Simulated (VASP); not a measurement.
# NaF in VASP: further runs

NaF is run at these levels: PBE; tasks: single point.

Program: VASP 6.6.1. These are calculated values, not measurements. Logs are shortened: lines on timing, memory, paths and dates and some standing lists are left out, and cuts for length are marked.

## (1) The cell of the first run

The cell holds a wire with vacuum, 2 atoms: a = 9.000 Å, b = 9.300 Å, c = 4.130 Å, α = 90.00°, β = 90.00°, γ = 90.00°.

## (2) Single point, PBE, collinear spin, ferromagnetic start

The input, INCAR:

```
PREC = Accurate
ENCUT = 520
EDIFF = 1E-6
ISMEAR = 0
SIGMA = 0.05
LREAL = F
LASPH = T
NELM = 150
ALGO = Normal
ISIF = 2
LWAVE = F
LCHARG = T
ISPIN = 2
MAGMOM = 0.5 0.5
LORBIT = 11
GGA = PE
LELF = T
LVHAR = T
NBANDS = 18
```

The input, KPOINTS:

```
regular mesh
0
Gamma
  1 1 15
```

The input, POSCAR:

```
NaF
1.0
    9.0000000000      0.0000000000      0.0000000000
    0.0000000000      9.3000000000      0.0000000000
    0.0000000000      0.0000000000      4.1304412310
Na F
1 1
Direct
    0.5000000000      0.5000000000      0.0000000000
    0.5000000000      0.5000000000      0.5000000000
```

Potentials or basis: VASP PAW PBE potentials, release 64 (Na_pv, F).

Launch:

```
> cat potpaw_PBE.64/Na_pv/POTCAR potpaw_PBE.64/F/POTCAR > POTCAR
> mpirun -np 1 vasp_std > vasp.out
```

OUTCAR:

```text
PREC = Accurate
   ENCUT = 520
   EDIFF = 1E-6
   ISMEAR = 0
   LREAL = F
   LASPH = T
   NELM = 150
   ISIF = 2
   ISPIN = 2
   LORBIT = 11
   GGA = PE

 ion  position               nearest neighbor table
   1  0.500  0.500  0.000-   2 2.07   2 2.07
   2  0.500  0.500  0.500-   1 2.07   1 2.07

  LATTYP: Found a simple orthorhombic cell.
 ALAT       =     4.1304412310
 B/A-ratio  =     2.1789439667
 C/A-ratio  =     2.2515754322

  Lattice vectors:

 A1 = (   0.0000000000,   0.0000000000,   4.1304412310)
 A2 = (   9.0000000000,   0.0000000000,   0.0000000000)
 A3 = (   0.0000000000,   9.3000000000,   0.0000000000)

Analysis of symmetry for initial positions (statically):
=====================================================================
 Subroutine PRICEL returns:
 Original cell was already a primitive cell.

 Routine SETGRP: Setting up the symmetry group for a
 simple orthorhombic supercell.

 Subroutine GETGRP returns: Found  8 space group operations
 (whereof  8 operations were pure point group operations)
 out of a pool of  8 trial point group operations.

The static configuration has the point symmetry D_2h.

Analysis of symmetry for dynamics (positions and initial velocities):
=====================================================================
 Subroutine PRICEL returns:
 Original cell was already a primitive cell.

 Routine SETGRP: Setting up the symmetry group for a
 simple orthorhombic supercell.

 Subroutine GETGRP returns: Found  8 space group operations
 (whereof  8 operations were pure point group operations)
 out of a pool of  8 trial point group operations.

The dynamic configuration has the point symmetry D_2h.

Analysis of structural, dynamic, and magnetic symmetry:
=====================================================================
 Subroutine PRICEL returns:
 Original cell was already a primitive cell.

 Routine SETGRP: Setting up the symmetry group for a
 simple orthorhombic supercell.

 Subroutine GETGRP returns: Found  8 space group operations
 (whereof  8 operations were pure point group operations)
 out of a pool of  8 trial point group operations.

The overall configuration has the point symmetry D_2h.

 Subroutine INISYM returns: Found  8 space group operations
 (whereof  8 operations are pure point group operations),
 and found     1 'primitive' translations

----------------------------------------------------------------------------------------

                                     Primitive cell

  volume of cell :     345.7179

  direct lattice vectors                    reciprocal lattice vectors
     9.000000000  0.000000000  0.000000000     0.111111111  0.000000000  0.000000000
     0.000000000  9.300000000  0.000000000     0.000000000  0.107526882  0.000000000
     0.000000000  0.000000000  4.130441231     0.000000000  0.000000000  0.242104885

  length of vectors
     9.000000000  9.300000000  4.130441231     0.111111111  0.107526882  0.242104885

  position of ions in fractional coordinates (direct lattice)
     0.500000000  0.500000000  0.000000000
     0.500000000  0.500000000  0.500000000

  ion indices of the primitive-cell ions
   primitive index   ion index
                 1           1
                 2           2

----------------------------------------------------------------------------------------

 KPOINTS: regular mesh

Automatic generation of k-mesh.
 Grid dimensions read from file:
 generate k-points for:    1    1   15

 Generating k-lattice:

  Cartesian coordinates                     Fractional coordinates (reciprocal lattice)
     0.111111111  0.000000000  0.000000000     1.000000000  0.000000000  0.000000000
     0.000000000  0.107526882  0.000000000     0.000000000  1.000000000  0.000000000
     0.000000000  0.000000000  0.016140326     0.000000000  0.000000000  0.066666667

  Length of vectors
     0.111111111  0.107526882  0.016140326

  Shift w.r.t. Gamma in fractional coordinates (k-lattice)
     0.000000000  0.000000000  0.000000000

 Subroutine IBZKPT returns following result:
 ===========================================

 Found      8 irreducible k-points:

 Following reciprocal coordinates:
            Coordinates               Weight
  0.000000  0.000000  0.000000      1.000000
  0.000000  0.000000  0.066667      2.000000
  0.000000  0.000000  0.133333      2.000000
  0.000000  0.000000  0.200000      2.000000
  0.000000  0.000000  0.266667      2.000000
  0.000000  0.000000  0.333333      2.000000
  0.000000  0.000000  0.400000      2.000000
  0.000000  0.000000  0.466667      2.000000
   k-points           NKPTS =      8   k-points in BZ     NKDIM =      8   number of bands    NBANDS=     18
   number of dos      NEDOS =    301   number of ions     NIONS =      2
   total plane-waves  NPLWV = 156800
   dimension x,y,z NGX =    70 NGY =   70 NGZ =   32
   dimension x,y,z NGXF=   140 NGYF=  140 NGZF=   64
   ions per type =               1   1
   NGX,Y,Z   is equivalent  to a cutoff of  12.93, 12.51, 12.88 a.u.
   NGXF,Y,Z  is equivalent  to a cutoff of  25.86, 25.03, 25.76 a.u.
 SYSTEM =  unknown system
   PREC   = accura    normal or accurate (medium, high low for compatibility)
   ISTART =      0    job   : 0-new  1-cont  2-samecut
   ICHARG =      2    charge: 1-file 2-atom 10-const
   ISPIN  =      2    spin polarized calculation?
   LNONCOLLINEAR =      F non collinear calculations
   LSORBIT =      F    spin-orbit coupling
   LASPH  =      T    aspherical Exc in radial PAW
   ENCUT  =  520.0 eV  38.22 Ry    6.18 a.u.  16.73 17.29  7.68*2*pi/ulx,y,z
   NELM   =    150;   NELMIN=  2; NELMDL= -5     # of ELM steps
   EDIFF  = 0.1E-05   stopping-criterion for ELM
   LREAL  =      F    real-space projection
   EDIFFG = 0.1E-04   stopping-criterion for IOM
   NSW    =      0    number of steps for IOM
   IBRION =     -1    ionic relax: 0-MD 1-quasi-New 2-CG
   NFREE  =      0    steps in history (QN), initial steepest desc. (CG)
   ISIF   =      2    stress and relaxation
   ISYM   =      2    0-nonsym 1-usesym 2-fastsym
   POTIM  = 0.5000    time-step for ionic-motion
   TEBEG  =    0.0;   TEEND  =   0.0 temperature during run
   PSTRESS=    0.0 pullay stress
   NELECT =      14.0000    total number of electrons
   NUPDOWN=      -1.0000    fix difference up-down
   EMIN   =  10.00;   EMAX   =-10.00  energy-range for DOS
   EFERMI =   0.00;   METHOD = LEGACY
   ISMEAR =     0;   SIGMA  =   0.05  broadening in eV -4-tet -1-fermi 0-gaus
   EFERMI_NEDOS =   21; number of points for ismear=-14 and -15
   IALGO  =     38    algorithm
   IMIX   =      4    mixing-type and parameters
     AMIX     =   0.40;   BMIX     =  1.00
     AMIX_MAG =   1.60;   BMIX_MAG =  1.00
  volume/ion in A,a.u.               =     172.86      1166.51
  Fermi-wavevector in a.u.,A,eV,Ry     =   0.562182  1.062370  4.300101  0.316049
  Thomas-Fermi vector in A             =   1.598793
   LORBIT       =     11    0 simple, 1 ext, 2 COOP (PROOUT), +10 PAW based schemes
   GGA     = PE    functional components
   LHFCALC =     F    Hartree Fock is set to
   AEXX    =    0.0000 exact exchange contribution
   IVDW    =     0    specifies the selected vdW correction
   LEPSILON=     F    determine dielectric tensor
   LRPA    =     F    only Hartree local field effects (RPA)
 spin polarized calculation
 Gauss-broadening in eV      SIGMA  =   0.05
  energy-cutoff  :      520.00
  volume of cell :      345.72
 maximum number of plane-waves:      9341
 NGX is ok and might be reduce to    70
   NGX = 33   NGY = 35   NGZ = 15

 number of electron      14.0000008 magnetization      -0.0000208

 number of electron      14.0000008 magnetization       0.0000117

 Free energy of the ion-electron system (eV)
  ---------------------------------------------------
  ext. energy  EPLUGINS =         0.00000000
  ---------------------------------------------------
  free energy    TOTEN  =        -7.55584237 eV

  energy without entropy =       -7.55584237  energy(sigma->0) =       -7.55584237

 E-fermi :  -5.7714     XC(G=0):  -1.4660

 val. band max:       -6.1041666754   @ k =   0.0000   0.0000   0.4667
 cond. band min:      -0.9074569175   @ k =   0.0000   0.0000   0.0000
 fundamental gap:      5.1967097579
 Fermi energy:        -5.7713649509

 spin component 1

 k-point     1 :       0.0000    0.0000    0.0000
  band No.  band energies     occupation
      1     -26.5819      1.00000
      2     -26.5819      1.00000
      3     -26.3714      1.00000
      4     -24.6261      1.00000
      5      -6.3036      1.00000
      6      -6.1190      1.00000
[... 10 lines left out ...]
     17       5.8514      0.00000
     18       6.1850      0.00000
[... 127 lines left out ...]
 k-point     8 :       0.0000    0.0000    0.4667
  band No.  band energies     occupation
      1     -26.7047      1.00000
      2     -26.5805      1.00000
      3     -26.5805      1.00000
      4     -24.1734      1.00000
      5      -6.7699      1.00000
      6      -6.1042      1.00000
[... 10 lines left out ...]
     17       4.1268      0.00000
     18       4.6493      0.00000
 Fermi energy:        -5.7713649509

 spin component 2

 k-point     1 :       0.0000    0.0000    0.0000
  band No.  band energies     occupation
      1     -26.5819      1.00000
      2     -26.5819      1.00000
      3     -26.3714      1.00000
      4     -24.6261      1.00000
      5      -6.3036      1.00000
      6      -6.1190      1.00000
[... 10 lines left out ...]
     17       5.8395      0.00000
     18       6.1784      0.00000
[... 127 lines left out ...]
 k-point     8 :       0.0000    0.0000    0.4667
  band No.  band energies     occupation
      1     -26.7047      1.00000
      2     -26.5805      1.00000
      3     -26.5805      1.00000
      4     -24.1733      1.00000
      5      -6.7699      1.00000
      6      -6.1042      1.00000
[... 10 lines left out ...]
     17       4.0877      0.00000
     18       4.6447      0.00000

------------------------ aborting loop because EDIFF is reached ----------------------------------------

  FORCE on cell =-STRESS in cart. coord.  units (eV):
  Direction    XX          YY          ZZ          XY          YZ          ZX
  --------------------------------------------------------------------------------------
  -------------------------------------------------------------------------------------
  Total       -0.0387719     -0.0408537      0.0935832      0.0000000      0.0000000     -0.0000000
  in kB       -0.1796823     -0.1893302      0.4336971      0.0000000      0.0000000     -0.0000000
  external PRESSURE =       0.0215615 kB  Pullay stress =       0.0000000 kB

 VOLUME and BASIS-vectors are now :
 -----------------------------------------------------------------------------
  energy-cutoff  :      520.00
  volume of cell :      345.72
      direct lattice vectors                 reciprocal lattice vectors
     9.000000000  0.000000000  0.000000000     0.111111111  0.000000000  0.000000000
     0.000000000  9.300000000  0.000000000     0.000000000  0.107526882  0.000000000
     0.000000000  0.000000000  4.130441231     0.000000000  0.000000000  0.242104885

 POSITION                                       TOTAL-FORCE (eV/Angst)
 -----------------------------------------------------------------------------------
      4.50000      4.65000      0.00000         0.000000      0.000000      0.000000
      4.50000      4.65000      2.06522         0.000000      0.000000      0.000000
 -----------------------------------------------------------------------------------
    total drift:                                0.000000      0.000000      0.000000

  FREE ENERGIE OF THE ION-ELECTRON SYSTEM (eV)
  ---------------------------------------------------
  free  energy   TOTEN  =        -7.5558423703 eV

  energy  without entropy=       -7.5558423703  energy(sigma->0) =       -7.55584237

 total charge

# of ion       s       p       d       tot
------------------------------------------
    1        0.050   5.990   0.000   6.040
    2        1.730   4.355   0.000   6.085
--------------------------------------------------
tot          1.780  10.345   0.000  12.125

 magnetization (x)

# of ion       s       p       d       tot
------------------------------------------
    1        0.000  -0.000   0.000   0.000
    2       -0.000  -0.000   0.000  -0.000
--------------------------------------------------
tot         -0.000  -0.000   0.000  -0.000
```

It took 2.3 min on 1 thread of Intel Xeon Platinum 8488C (Sapphire Rapids), shared host; peak memory 0.53 GiB.

What came out:

```
Free energy                                           : -7.5558 eV
Band gap on the k mesh                                : 5.20 eV, indirect (least direct gap 5.21 eV)
Net moment                                            : 0.00 μB per cell
Valence electrons inside the program's atomic spheres : Na 6.04; F 6.08
```

Levels at points of the mesh, in eV from the valence-band top:
Spin up:
| k point | band 4 | band 5 | band 6 | band 7 | band 8 | band 9 | band 10 | band 11 |
| --- | --- | --- | --- | --- | --- | --- | --- | --- |
| (0.00, 0.00, 0.00) | -18.52 | -0.20 | -0.01 | -0.01 | 5.20 | 7.07 | 7.15 | 7.42 |
Spin down:
```tsv
k point	band 5	band 6	band 7	band 8	band 9	band 10
(0.00, 0.00, 0.00)	-0.20	-0.01	-0.01	5.20	7.06	7.15
```

## (3) Single point, PBE, collinear spin, ferromagnetic start

This run uses another cell than the first one, of 177.01 Å³/atom, 1.024 times its volume.

The input, INCAR:

```
  PREC = Accurate
  ENCUT = 520
  EDIFF = 1E-7
  ISMEAR = 0
  SIGMA = 0.05
  LREAL = False
  LASPH = True
  NELM = 150
  ALGO = Normal
  ISIF = 2
  LWAVE = False
  LCHARG = True
  ISPIN = 2
  MAGMOM = 0.5 0.5
  LORBIT = 11
  GGA = PE
  LELF = True
  LVHAR = True
  NBANDS = 18
```

The input, KPOINTS:

```
Automatic mesh
0
Gamma
  1 1 15
```

POSCAR: that of step 2 with these lines changed.

```diff
@@ -4,3 +4,3 @@
     0.0000000000      9.3000000000      0.0000000000
-    0.0000000000      0.0000000000      4.1304412310
+    0.0000000000      0.0000000000      4.2295388979
 Na F
```

Potentials or basis: VASP PAW PBE potentials, release 64 (Na_pv, F).

Launch:

```
> cat potpaw_PBE.64/Na_pv/POTCAR potpaw_PBE.64/F/POTCAR > POTCAR
> mpirun -np 1 vasp_std > vasp.out
```

Run time: 2.9 min. Hardware: 1 thread of Intel Xeon Platinum 8488C (Sapphire Rapids), shared host; peak memory 0.54 GiB.

Results (log left out):

* Free energy: -7.5446 eV
* Band gap on the k mesh: 5.08 eV, indirect (least direct gap 5.10 eV)
* Net moment: 0.00 μB per cell
* Valence electrons inside the program's atomic spheres: Na 6.03; F 6.08

Levels at points of the mesh, in eV from the valence-band top:
Spin up:
| k point | band 4 | band 5 | band 6 | band 7 | band 8 | band 9 | band 10 | band 11 |
| --- | --- | --- | --- | --- | --- | --- | --- | --- |
| (0.00, 0.00, 0.00) | -18.52 | -0.26 | -0.02 | -0.02 | 5.08 | 6.96 | 7.05 | 7.28 |
Spin down:
```csv
k point,band 4,band 5,band 6,band 7,band 8,band 9,band 10,band 11
"(0.00, 0.00, 0.00)",-18.52,-0.26,-0.02,-0.02,5.08,6.96,7.05,7.28
```
